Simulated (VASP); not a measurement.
Here is a VASP 6.6.1 calculation.

INCAR

```
SYSTEM = Pt
PREC = Accurate ; ENCUT = 520
EDIFF = 1E-6 ; ISMEAR = 1
SIGMA = 0.1 ; LREAL = .False.
LASPH = .True. ; NELM = 60
ALGO = Normal ; ISIF = 2
LWAVE = .False. ; LCHARG = .False.
LDIPOL = .True. ; IDIPOL = 3
DIPOL = 0.5 0.5 0.500 ; GGA = PS
NBANDS = 44
```

The input KPOINTS:

```
regular mesh
0
Gamma
  11 11 1
  0 0 0
```

Contents of POSCAR:

```
Pt
1.0
    2.7701466030      0.0000000000      0.0000000000
    1.3850733010      2.3990173300      0.0000000000
    0.0000000000      0.0000000000     29.5708913780
Pt
7
Direct
    0.0000000000      0.0000000000      0.2705363155
    0.3333333333      0.3333333333      0.3470242103
    0.6666666667      0.6666666667      0.4235121052
    0.0000000000      0.0000000000      0.5000000000
    0.3333333333      0.3333333333      0.5764878948
    0.6666666667      0.6666666667      0.6529757897
    0.0000000000      0.0000000000      0.7294636845
```

Potentials or basis: VASP PAW PBE potentials, release 64 (Pt).

Command:

```console
$ cat potpaw_PBE.64/Pt/POTCAR > POTCAR
$ mpirun -np 1 vasp_std > vasp.out
```

Problem. What does it give for the band gap on the k mesh?

Solution. Zero (bands 35 and 36 overlap by 1.56 eV).

Problem. What does it give for the largest force?

Solution. 0.180 eV/Å.

Forces in eV/Å, atoms in the order of the input:
```
Pt   0.000  0.000 -0.045
Pt   0.000  0.000  0.180
Pt   0.000  0.000 -0.032
Pt   0.000  0.000  0.000
Pt   0.000  0.000  0.032
Pt   0.000  0.000 -0.180
Pt   0.000  0.000  0.045
```

Caveat: the PAW data sets were made with another functional, which shifts forces and pressure a little; spin-orbit coupling is left out, which moves the levels of the heavy elements.
